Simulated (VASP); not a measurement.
Runs of VASP 6.6.1 on Ta. The structure is that of space group I4_1/amd (No. 141), or close to it. The cells are those of the table. 

| task | potentials or basis | cell | cutoff (eV) | gap on the mesh (eV) | pressure (GPa) |
| --- | --- | --- | --- | --- | --- |
| single point | VASP PAW PBE potentials, release 64 (Ta_sv_GW) | a = 3.351 Å, angles 97.5, 97.5, 137.7°, 2 atoms | 500 | none | (a) |
| single point | VASP PAW PBE potentials, release 64 (Ta_sv_GW) | a = 3.496 Å, angles 97.4, 97.4, 137.8°, 2 atoms | 500 | none | 126.6 |
| relaxation of shape and atoms at fixed volume | VASP PAW PBE potentials, release 64 (Ta_pv) | relaxed from a = 3.646 Å, angles 97.1, 97.1, 138.7°, 2 atoms | 600 | none | 74.4 |
| relaxation of shape and atoms at fixed volume | VASP PAW PBE potentials, release 64 (Ta_pv) | relaxed from a = 3.514 Å, angles 97.1, 97.1, 138.7°, 2 atoms | 600 | none | 129.9 |

Alike in all rows: level PBE; no spin polarisation; k mesh 17 × 17 × 17; smearing fermi-dirac 0.1 eV.

Question: Estimate the missing entries.

Answer: (a) 216.5.

Caveats: spin-orbit coupling is left out, which moves the levels of the heavy elements; the cell stands under pressure (at least some runs).

A k mesh can miss the band edges, and the runs leave out spin-orbit coupling on Ta.

A gap of «none» marks levels without a gap at the run's occupations.

The runs don't all hold the same shells in valence.
